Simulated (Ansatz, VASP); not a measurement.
## Two plane-wave programs on Al

```xyz
3
Lattice="2.8228 0.0000 0.0000 0.0000 2.8228 0.0000 0.0000 0.0000 17.9920" Properties=species:S:1:pos:R:3 pbc="T T T"
Al    1.4114    1.4114    7.0000
Al    0.0000    0.0000    9.0501
Al    1.4114    1.4114   11.1007
```

Alike in both runs: task single point; functional PBEsol; k mesh 10 × 10 × 1; occupations gaussian, width 0.1 eV; no spin polarisation.

```csv
,VASP,Ansatz
version,VASP 6.6.1,Ansatz 0.2.0
potentials or method,"VASP PAW PBE potentials, release 64 (Al), cutoff 400 eV","scalar-relativistic, plane waves, PAW"
valence electrons in the cell,9,9
```

```csv
,VASP,Ansatz,Ansatz less VASP
gap on the k mesh at the Fermi level (eV),none,none,-
rms of the force components (eV/Å),0.039,0.038,-0.0008
```

VASP's potentials were made for PBE, not for PBEsol. Atom by atom the forces differ by 0.001 eV/Å (rms over components). A gap of «none» marks a metal or a gap that the smearing closes. The functional is the same, so the differences come from potentials, cutoffs and numerics.
